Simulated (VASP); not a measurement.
# Ba2In3Au (P1) in VASP: notebook

Runs on Ba2In3Au. Level: LDA. Tasks: single point.

Program: VASP 6.6.1. These are calculated values, not measurements. Logs are shortened: lines on timing, memory, paths and dates and some standing lists are left out, and cuts for length are marked.

**1. The cell of the first run**

The typed cell holds 12 atoms: a = 12.020 Å, b = 5.125 Å, c = 8.425 Å, α = 90.00°, β = 47.87°, γ = 90.00°.

**2. Single point, LDA**

INCAR

```
PREC = Accurate ; ENCUT = 520
EDIFF = 1E-6 ; ISMEAR = -1
SIGMA = 0.3 ; LREAL = False
LASPH = True ; NELM = 60
ALGO = Normal ; ISIF = 2
LWAVE = False ; LCHARG = True
LELF = True ; LVHAR = True
NBANDS = 82
```

KPOINTS

```
regular mesh
0
Gamma
  2 3 2
```

POSCAR

```
Ba2In3Au
1.0
  -12.0199200000      0.0000000000      0.0000000000
    0.0000000000     -5.1246220000      0.0000000000
   -5.6515350000      0.0000000000      6.2479830000
Ba In Au
4 6 2
Direct
    0.6299010486      0.5817209542      0.6271463927
    0.3879882329      0.6368079441      0.2798022978
    0.0118793137     -0.0709515746      0.6914071309
    0.9879428532      0.0512818311      0.1825709193
    0.1186116983      0.5256582827      0.3011211778
    0.1646046156      0.5856822220      0.8837892165
    0.8166432920      0.4551750353      0.0960469963
    0.6468285841     -0.0571944623      0.2677984239
    0.5955941821      0.1083006708      0.9776114948
    0.3189631233      0.1136278929      0.0521608333
    0.8322722826      0.3774132024      0.7122938715
    0.3100428015      0.0769032331      0.6345727893
```

Potentials or basis: VASP PAW LDA potentials, release 64 (Ba_sv, In_d, Au).

Run with:

```
cat potpaw_LDA.64/Ba_sv/POTCAR potpaw_LDA.64/In_d/POTCAR potpaw_LDA.64/Au/POTCAR > POTCAR
mpirun -np 1 vasp_std > vasp.out
```

OUTCAR:

```text
PREC = Accurate
   ENCUT = 520
   EDIFF = 1E-6
   ISMEAR = -1
   LREAL = False
   LASPH = True
   NELM = 60
   ISIF = 2

 ion  position               nearest neighbor table
   1  0.630  0.582  0.627-  11 3.14   8 3.44   7 3.46   9 3.62   9 3.81  10 3.82  10 4.03   4 4.09
                             2 4.16   4 4.28   8 4.37
   2  0.388  0.637  0.280-   9 3.17   5 3.17  12 3.34   9 3.39   8 3.42  10 3.53   3 3.70  10 3.70
                            12 3.78   6 3.85   1 4.16   7 4.37
   3  0.012  0.929  0.691-  11 3.08   5 3.33  12 3.37  11 3.49   7 3.51   6 3.62   7 3.70   2 3.70
                             8 3.78   9 3.94   4 4.00   5 4.02  10 4.11   4 4.53
   4  0.988  0.051  0.183-   6 3.06   7 3.33   6 3.34  10 3.36   5 3.39  12 3.51   5 3.58   8 3.70
                            11 3.87   3 4.00   7 4.01   1 4.09   1 4.28   3 4.53
   5  0.119  0.526  0.301-  10 2.81  11 2.90   2 3.17   6 3.19   3 3.33   4 3.39  10 3.54   4 3.58
                             3 4.02
   6  0.165  0.586  0.884-  12 2.98  12 3.06   4 3.06   5 3.19   7 3.33   4 3.34   3 3.62  10 3.85
                             2 3.85
   7  0.817  0.455  0.096-   8 2.92   8 3.03  11 3.14   4 3.33   6 3.33   1 3.46   3 3.51   3 3.70
                             9 3.84   4 4.01   2 4.37
   8  0.647  0.943  0.268-   7 2.92   9 3.02   7 3.03  12 3.10   2 3.42   1 3.44   4 3.70   3 3.78
                             1 4.37
   9  0.596  0.108  0.978-  11 2.54  10 2.94   8 3.02   2 3.17   2 3.39   1 3.62   1 3.81   7 3.84
                             3 3.94
  10  0.319  0.114  0.052-   5 2.81   9 2.94   4 3.36   2 3.53   5 3.54  12 3.60   2 3.70   1 3.82
                             6 3.85   1 4.03   3 4.11
  11  0.832  0.377  0.712-   9 2.54   5 2.90   3 3.08   7 3.14   1 3.14   3 3.49   4 3.87
  12  0.310  0.077  0.635-   6 2.98   6 3.06   8 3.10   2 3.34   3 3.37   4 3.51  10 3.60   2 3.78

  LATTYP: Found a simple monoclinic cell.
 ALAT       =     8.4247931384
 B/A-ratio  =     0.6082786741
 C/A-ratio  =     1.0589607906
 COS(beta)  =    -0.0405276674

  Lattice vectors:

 A1 = (  -5.6515350000,   0.0000000000,   6.2479830000)
 A2 = (   0.0000000000,   5.1246220000,   0.0000000000)
 A3 = (  -6.3683850000,   0.0000000000,  -6.2479830000)

Analysis of symmetry for initial positions (statically):
=====================================================================
 Subroutine PRICEL returns:
 Original cell was already a primitive cell.

 Routine SETGRP: Setting up the symmetry group for a
 simple monoclinic supercell.

 Subroutine GETGRP returns: Found  1 space group operations
 (whereof  1 operations were pure point group operations)
 out of a pool of  4 trial point group operations.

The static configuration has the point symmetry C_1 .

Analysis of symmetry for dynamics (positions and initial velocities):
=====================================================================
 Subroutine PRICEL returns:
 Original cell was already a primitive cell.

 Routine SETGRP: Setting up the symmetry group for a
 simple monoclinic supercell.

 Subroutine GETGRP returns: Found  1 space group operations
 (whereof  1 operations were pure point group operations)
 out of a pool of  4 trial point group operations.

The dynamic configuration has the point symmetry C_1 .

 Subroutine INISYM returns: Found  1 space group operations
 (whereof  1 operations are pure point group operations),
 and found     1 'primitive' translations

----------------------------------------------------------------------------------------

                                     Primitive cell

  volume of cell :     384.8604

  direct lattice vectors                    reciprocal lattice vectors
   -12.019920000  0.000000000  0.000000000    -0.083195229  0.000000000 -0.075253206
     0.000000000 -5.124622000  0.000000000     0.000000000 -0.195136344  0.000000000
    -5.651535000  0.000000000  6.247983000     0.000000000  0.000000000  0.160051652

  length of vectors
    12.019920000  5.124622000  8.424793138     0.112180618  0.195136344  0.160051652

  position of ions in fractional coordinates (direct lattice)
     0.629901049  0.581720954  0.627146393
     0.387988233  0.636807944  0.279802298
     0.011879314  0.929048425  0.691407131
     0.987942853  0.051281831  0.182570919
[... 31 lines left out ...]

 Generating k-lattice:

  Cartesian coordinates                     Fractional coordinates (reciprocal lattice)
    -0.041597615  0.000000000 -0.037626603     0.500000000  0.000000000  0.000000000
     0.000000000 -0.065045448  0.000000000     0.000000000  0.333333333  0.000000000
     0.000000000  0.000000000  0.080025826     0.000000000  0.000000000  0.500000000

  Length of vectors
     0.056090309  0.065045448  0.080025826

  Shift w.r.t. Gamma in fractional coordinates (k-lattice)
     0.000000000  0.000000000  0.000000000

 Subroutine IBZKPT returns following result:
 ===========================================

 Found      8 irreducible k-points:

 Following reciprocal coordinates:
            Coordinates               Weight
  0.000000  0.000000  0.000000      1.000000
  0.500000  0.000000  0.000000      1.000000
  0.000000  0.333333  0.000000      2.000000
  0.500000  0.333333  0.000000      2.000000
  0.000000  0.000000  0.500000      1.000000
  0.500000  0.000000  0.500000      1.000000
  0.000000  0.333333  0.500000      2.000000
  0.500000  0.333333  0.500000      2.000000
   k-points           NKPTS =      8   k-points in BZ     NKDIM =      8   number of bands    NBANDS=     82
   number of dos      NEDOS =    301   number of ions     NIONS =     12
   total plane-waves  NPLWV = 230400
   dimension x,y,z NGX =    90 NGY =   40 NGZ =   64
   dimension x,y,z NGXF=   180 NGYF=   80 NGZF=  128
   ions per type =               4   6   2
   NGX,Y,Z   is equivalent  to a cutoff of  12.45, 12.98, 12.63 a.u.
   NGXF,Y,Z  is equivalent  to a cutoff of  24.90, 25.95, 25.26 a.u.
 SYSTEM =  unknown system
   PREC   = accura    normal or accurate (medium, high low for compatibility)
   ISTART =      0    job   : 0-new  1-cont  2-samecut
   ICHARG =      2    charge: 1-file 2-atom 10-const
   ISPIN  =      1    spin polarized calculation?
   LNONCOLLINEAR =      F non collinear calculations
   LSORBIT =      F    spin-orbit coupling
   LASPH  =      T    aspherical Exc in radial PAW
   ENCUT  =  520.0 eV  38.22 Ry    6.18 a.u.  22.35  9.53 15.66*2*pi/ulx,y,z
   NELM   =     60;   NELMIN=  2; NELMDL= -5     # of ELM steps
   EDIFF  = 0.1E-05   stopping-criterion for ELM
   LREAL  =      F    real-space projection
   EDIFFG = 0.1E-04   stopping-criterion for IOM
   NSW    =      0    number of steps for IOM
   IBRION =     -1    ionic relax: 0-MD 1-quasi-New 2-CG
   NFREE  =      0    steps in history (QN), initial steepest desc. (CG)
   ISIF   =      2    stress and relaxation
   ISYM   =      2    0-nonsym 1-usesym 2-fastsym
   POTIM  = 0.5000    time-step for ionic-motion
   TEBEG  =    0.0;   TEEND  =   0.0 temperature during run
   PSTRESS=    0.0 pullay stress
   NELECT =     140.0000    total number of electrons
   NUPDOWN=      -1.0000    fix difference up-down
   EMIN   =  10.00;   EMAX   =-10.00  energy-range for DOS
   EFERMI =   0.00;   METHOD = LEGACY
   ISMEAR =    -1;   SIGMA  =   0.30  broadening in eV -4-tet -1-fermi 0-gaus
   EFERMI_NEDOS =   21; number of points for ismear=-14 and -15
   IALGO  =     38    algorithm
   IMIX   =      4    mixing-type and parameters
     AMIX     =   0.40;   BMIX     =  1.00
     AMIX_MAG =   1.60;   BMIX_MAG =  1.00
  volume/ion in A,a.u.               =      32.07       216.43
  Fermi-wavevector in a.u.,A,eV,Ry     =   1.168646  2.208421 18.581942  1.365734
  Thomas-Fermi vector in A             =   2.305130
   LORBIT       =      0    0 simple, 1 ext, 2 COOP (PROOUT), +10 PAW based schemes
   GGA     = CA    functional components
   LHFCALC =     F    Hartree Fock is set to
   AEXX    =    0.0000 exact exchange contribution
   IVDW    =     0    specifies the selected vdW correction
   LEPSILON=     F    determine dielectric tensor
   LRPA    =     F    only Hartree local field effects (RPA)
 non-spin polarized calculation
  energy-cutoff  :      520.00
  volume of cell :      384.86
 maximum number of plane-waves:     10410
 NGX is ok and might be reduce to    90
   NGX = 45   NGY = 19   NGZ = 31

 number of electron     140.0000002 magnetization

 Free energy of the ion-electron system (eV)
  ---------------------------------------------------
  ext. energy  EPLUGINS =         0.00000000
  ---------------------------------------------------
  free energy    TOTEN  =       -41.72767171 eV

  energy without entropy =      -39.48789716  energy(sigma->0) =      -40.60778444

 E-fermi :   4.6474     XC(G=0):  -9.6734

 val. band max:        4.6257249938   @ k =   0.0000   0.0000   0.5000
 cond. band min:       4.6548676814   @ k =   0.5000   0.3333   0.5000
 fundamental gap:      0.0291426875
 Fermi energy:         4.6474424359

 k-point     1 :       0.0000    0.0000    0.0000
  band No.  band energies     occupation
      1     -23.6651      2.00000
      2     -23.2878      2.00000
      3     -23.2536      2.00000
      4     -23.1847      2.00000
      5     -10.0249      2.00000
      6     -10.0196      2.00000
[... 669 lines left out ...]
     81       7.2511      0.00034
     82       7.4043      0.00020

------------------------ aborting loop because EDIFF is reached ----------------------------------------

  FORCE on cell =-STRESS in cart. coord.  units (eV):
  Direction    XX          YY          ZZ          XY          YZ          ZX
  --------------------------------------------------------------------------------------
  -------------------------------------------------------------------------------------
  Total        0.0148757      2.9488762     -2.0701407     -0.8553715     -0.7277082      0.9612744
  in kB        0.0619277     12.2761975     -8.6180142     -3.5609190     -3.0294557      4.0017938
  external PRESSURE =       1.2400370 kB  Pullay stress =       0.0000000 kB

 VOLUME and BASIS-vectors are now :
 -----------------------------------------------------------------------------
  energy-cutoff  :      520.00
  volume of cell :      384.86
      direct lattice vectors                 reciprocal lattice vectors
   -12.019920000  0.000000000  0.000000000    -0.083195229  0.000000000 -0.075253206
     0.000000000 -5.124622000  0.000000000     0.000000000 -0.195136344  0.000000000
    -5.651535000  0.000000000  6.247983000     0.000000000  0.000000000  0.160051652

 POSITION                                       TOTAL-FORCE (eV/Angst)
 -----------------------------------------------------------------------------------
    -11.11570     -2.98110      3.91840         0.554263      0.045795      0.385946
     -6.24490     -3.26340      1.74820        -1.080893      0.686331      0.861717
     -4.05030     -4.76102      4.31990         0.061470     -0.408835      0.107974
    -12.90680     -0.26280      1.14070         0.106741     -0.308455      0.847138
     -3.12750     -2.69380      1.88140         1.036891     -0.239469     -0.052185
     -6.97330     -3.00140      5.52190        -0.425143      0.967020     -1.169294
    -10.35880     -2.33260      0.60010         0.538037      0.045044     -0.418658
     -9.28830     -4.83152      1.67320         0.366471     -0.805737      0.247577
    -12.68400     -0.55500      6.10810        -0.069762      0.369762     -0.079612
     -4.12870     -0.58230      0.32590        -0.067893      0.521367     -0.417410
    -14.02940     -1.93410      4.45040        -0.686939     -0.903956     -0.720473
     -7.31300     -0.39410      3.96480        -0.333242      0.031134      0.407280
 -----------------------------------------------------------------------------------
    total drift:                                0.000306      0.000368     -0.000593

  FREE ENERGIE OF THE ION-ELECTRON SYSTEM (eV)
  ---------------------------------------------------
  free  energy   TOTEN  =       -41.7276717097 eV

  energy  without entropy=      -39.4878971617  energy(sigma->0) =      -40.60778444
```

Run time: 14 min. Hardware: 1 thread of Intel Xeon 8259CL, shared host; peak memory 0.52 GiB.

What came out:

* Free energy: -41.7277 eV
* Pressure: 0.1 GPa
* Largest force: 1.576 eV/Å
* Band gap on the k mesh: zero (bands 70 and 71 overlap by 0.08 eV)

Forces in eV/Å, atoms in the order of the input:
```
Ba   0.554  0.046  0.386
Ba  -1.081  0.686  0.862
Ba   0.061 -0.409  0.108
Ba   0.107 -0.308  0.847
In   1.037 -0.239 -0.052
In  -0.425  0.967 -1.169
In   0.538  0.045 -0.419
In   0.366 -0.806  0.248
In  -0.070  0.370 -0.080
In  -0.068  0.521 -0.417
Au  -0.687 -0.904 -0.720
Au  -0.333  0.031  0.407
```

Stress tensor (GPa, compression positive):
```
 0.01 -0.36  0.40
-0.36  1.23 -0.30
 0.40 -0.30 -0.86
```

Levels at points of the mesh, in eV from the Fermi level:
```csv
k point,band 68,band 69,band 70,band 71,band 72,band 73
"(0.00, 0.00, 0.00)",-0.35,-0.19,0.08,0.22,0.46,0.91
"(0.50, 0.00, 0.00)",-0.55,-0.38,-0.12,0.11,0.54,0.66
"(0.00, 0.00, 0.50)",-0.54,-0.17,-0.02,0.20,0.40,0.68
"(0.50, 0.00, 0.50)",-0.44,-0.20,-0.03,0.22,0.30,0.48
```

Caveat: the k points lie up to 0.41 Å⁻¹ apart; the atoms stand as in a frame of molecular dynamics; so wide a smearing shifts energies and pressures; spin-orbit coupling is left out, which moves the levels of the heavy elements; forces of over 1 eV/Å act on the atoms, so gaps and moduli don't describe the material at rest.

**3. Single point, LDA**

INCAR

```
  PREC = Accurate
  ENCUT = 520
  EDIFF = 1E-7
  ISMEAR = -1
  SIGMA = 0.3
  LREAL = F
  LASPH = T
  NELM = 100
  ALGO = Normal
  ISIF = 2
  LWAVE = F
  LCHARG = T
  LELF = T
  LVHAR = T
  NBANDS = 82
```

KPOINTS

```
Automatic mesh
0
Gamma
  2 3 2
```

POSCAR

```
Ba2In3Au
1.0
  -12.0199200000      0.0000000000      0.0000000000
    0.0000000000     -5.1246220000      0.0000000000
   -5.6515350000      0.0000000000      6.2479830000
Ba In Au
4 6 2
Direct
    0.6223453087      0.5929998349      0.6302994102
    0.3970509971      0.6106987013      0.2902536707
    0.0093195608     -0.0495451177      0.7311959716
    0.9775581663      0.0887284955      0.1932623696
    0.1059863692      0.5961415300      0.2921422802
    0.1939857990      0.5615633699      0.8548838881
    0.8142118845      0.4627463255      0.0711909748
    0.6304656026      0.0210552115      0.2604520531
    0.6293307184      0.0863673457      0.9137508857
    0.3219402245      0.0901725044      0.0241357891
    0.8577214491      0.4256118793      0.6965287838
    0.3084992964      0.0591067985      0.6512501715
```

Potentials or basis: VASP PAW LDA potentials, release 64 (Ba_sv, In_d, Au).

Run with:

```
cat potpaw_LDA.64/Ba_sv/POTCAR potpaw_LDA.64/In_d/POTCAR potpaw_LDA.64/Au/POTCAR > POTCAR
mpirun -np 1 vasp_std > vasp.out
```

Run time: 22 min. Hardware: 1 thread of Intel Xeon 8259CL, shared host; peak memory 0.53 GiB.

The run converged. Its results:

| Property | Result |
| --- | --- |
| Free energy | -42.9290 eV |
| Pressure | -1.1 GPa |
| Largest force | 0.868 eV/Å |
| Band gap on the k mesh | zero (bands 70 and 71 overlap by 0.26 eV) |

Forces on the atoms (eV/Å):
```
Ba   0.620  0.080 -0.054
Ba  -0.317  0.568  0.161
Ba   0.365 -0.269 -0.740
Ba   0.188  0.254  0.639
In  -0.238  0.291 -0.313
In  -0.194 -0.011 -0.288
In   0.273 -0.792  0.152
In   0.056  0.264  0.643
In   0.007  0.143 -0.119
In  -0.182 -0.074 -0.087
Au   0.128 -0.410 -0.191
Au  -0.705 -0.044  0.196
```

Stress tensor (GPa, compression positive):
```
-1.23  0.11 -0.07
 0.11 -0.32  0.54
-0.07  0.54 -1.67
```

Levels at points of the mesh, in eV from the Fermi level:
| k point | band 66 | band 67 | band 68 | band 69 | band 70 | band 71 | band 72 | band 73 | band 74 | band 75 |
| --- | --- | --- | --- | --- | --- | --- | --- | --- | --- | --- |
| (0.00, 0.00, 0.00) | -0.90 | -0.62 | -0.28 | -0.20 | 0.19 | 0.25 | 0.75 | 0.88 | 1.07 | 1.20 |
| (0.50, 0.00, 0.00) | -0.98 | -0.79 | -0.65 | -0.38 | -0.14 | 0.09 | 0.37 | 0.77 | 1.10 | 1.37 |
| (0.00, 0.00, 0.50) | -0.93 | -0.80 | -0.51 | -0.13 | 0.08 | 0.31 | 0.47 | 0.68 | 1.15 | 1.30 |
| (0.50, 0.00, 0.50) | -0.83 | -0.63 | -0.52 | -0.25 | -0.01 | 0.31 | 0.38 | 0.54 | 0.77 | 0.97 |

Caveat: the k points lie up to 0.41 Å⁻¹ apart; the atoms stand as in a frame of molecular dynamics; so wide a smearing shifts energies and pressures; spin-orbit coupling is left out, which moves the levels of the heavy elements.
